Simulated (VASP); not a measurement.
## Pt: single point with r2SCAN

The system is Pt.

```xyz
2
Lattice="2.7850 0.0000 0.0000 -1.3925 2.4119 0.0000 0.0000 0.0000 4.8344" Properties=species:S:1:pos:R:3 pbc="T T T"
Pt    1.3925    0.8040    3.6258
Pt    0.0000    1.6079    1.2086
```

This isn't the form of Pt at room conditions, which is fcc.

- Program: VASP 6.6.1
- Task: single point
- Functional: r2SCAN
- Potentials or basis: VASP PAW PBE potentials, release 64 (Pt)
- Cutoff: 520 eV
- k mesh: 12 × 12 × 6
- Occupations: fermi-dirac, width 0.1 eV
- Spin: no spin polarisation
- Dipole correction: no
- Further INCAR settings: ALGO = Normal; EDIFF = 1e-06; NBANDS = 17

```
Pressure               : -11.3 GPa
Band gap on the k mesh : zero (bands 10 and 11 overlap by 1.32 eV)
```

Stress tensor (GPa, compression positive):
```
-11.68   0.00   0.00
  0.00 -11.68   0.00
  0.00   0.00 -10.57
```

Levels at points of the mesh, in eV from the Fermi level:
```tsv
k point	band 6	band 7	band 8	band 9	band 10	band 11	band 12	band 13	band 14	band 15
(0.00, 0.00, 0.00)	-3.02	-3.02	-1.83	-1.83	-0.40	-0.27	-0.27	4.75	16.12	16.56
(0.50, 0.00, 0.00)	-2.86	-2.43	-0.06	0.29	0.49	2.39	3.87	7.54	9.16	9.78
(0.00, 0.00, 0.50)	-3.37	-3.37	-3.37	-0.83	-0.83	-0.83	-0.83	12.35	12.35	16.45
(0.50, 0.00, 0.50)	-1.82	-0.76	-0.76	0.40	0.40	1.88	1.88	6.61	6.61	14.80
```

It took 2.1 min on 1 thread of Intel Xeon 8259CL, with other jobs on the host, peak memory 0.18 GiB.

Caveat: the cell stands under tension; the PAW data sets were made with another functional, which shifts forces and pressure a little; spin-orbit coupling is left out, which moves the levels of the heavy elements.
